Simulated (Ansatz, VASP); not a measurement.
## Ge: VASP beside Ansatz

```
Ge
1.0
     0.00000    0.00000   -2.64273
     2.76521    0.00000    0.00000
     0.00000   -5.03900    0.00000
Ge
2
Direct
  0.00000 0.39151 0.00000
  0.00000 0.10849 0.50000
```

Change from the starting cell: mode 1 (-8.0 1/cm) frozen in, largest displacement +0.300 Å.

Alike in both runs: task single point; functional PBEsol; k mesh 22 × 22 × 12; occupations gaussian, width 0.15 eV; no spin polarisation.

|  | VASP | Ansatz |
| --- | --- | --- |
| version | VASP 6.6.1 | Ansatz 0.2.0 |
| potentials or method | VASP PAW PBE potentials, release 64 (Ge_d), cutoff 520 eV | scalar-relativistic, plane waves, PAW |
| valence electrons in the cell | 28 | 28 |

```tsv
	VASP	Ansatz	Ansatz less VASP
gap on the k mesh at the Fermi level (eV)	none	none	-
pressure (GPa)	1.2	1.3	+0.13
traceless stress, the component that is largest in VASP (GPa)	2.32	2.32	-0.002
rms of the force components (eV/Å)	0.057	0.057	+0.0001
```

VASP's potentials were made for PBE, not for PBEsol. Atom by atom the forces differ by 0.000 eV/Å (rms over components). A gap of «none» marks a metal or a gap that the smearing closes. The functional is the same, so the differences come from potentials, cutoffs and numerics.
